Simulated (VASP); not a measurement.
Write the native input for VASP 6.6.1 that does the following.

* Task: single point
* Functional: PBEsol
* Potentials or basis: VASP PAW PBE potentials, release 64 (Ge_d)
* Cutoff: 520 eV
* k mesh: 12 × 12 × 12
* Occupations: gaussian, width 0.1 eV
* Spin: no spin polarisation
* Dipole correction: no
* Further INCAR settings: ALGO = Normal; EDIFF = 1e-07; NBANDS = 21

The structure of Ge lies in POSCAR:

```
Ge
1.0
    0.3394524000      2.6396950132      2.6396950132
    2.9791474132      0.0000000000      2.9791474132
    2.9791474132      2.9791474132      0.0000000000
Ge
2
Direct
    0.5306149105      0.4897950298      0.4897950298
    0.7193850895      0.7602049702      0.7602049702
```

This cell differs from its parent crystal: strained and its atoms moved.

One way to write it, as run:

INCAR

```
ALGO = Normal
EDIFF = 1E-7
ENCUT = 520
GGA = PS
ISIF = 2
ISMEAR = 0
LASPH = T
LCHARG = F
LREAL = F
LWAVE = F
NBANDS = 21
NELM = 100
PREC = Accurate
SIGMA = 0.1
```

KPOINTS

```
k-points
0
Gamma
  12 12 12
```

Potentials or basis: VASP PAW PBE potentials, release 64 (Ge_d).

The run is started by

```console
$ cat potpaw_PBE.64/Ge_d/POTCAR > POTCAR
$ mpirun -np 1 vasp_std > vasp.out
```

Results of the run:

```
Pressure               : 3.8 GPa
Largest force          : 0.609 eV/Å
Band gap on the k mesh : zero (bands 14 and 15 overlap by 1.87 eV)
```

Caveat: the cell differs from its parent crystal (strained and its atoms moved); the cell stands under pressure; the PAW data sets were made with another functional, which shifts forces and pressure a little.

Run time: 58 s on 1 thread of Intel(R) Xeon(R) 6975P-C (Granite Rapids) (shared host), peak memory 0.27 GiB.
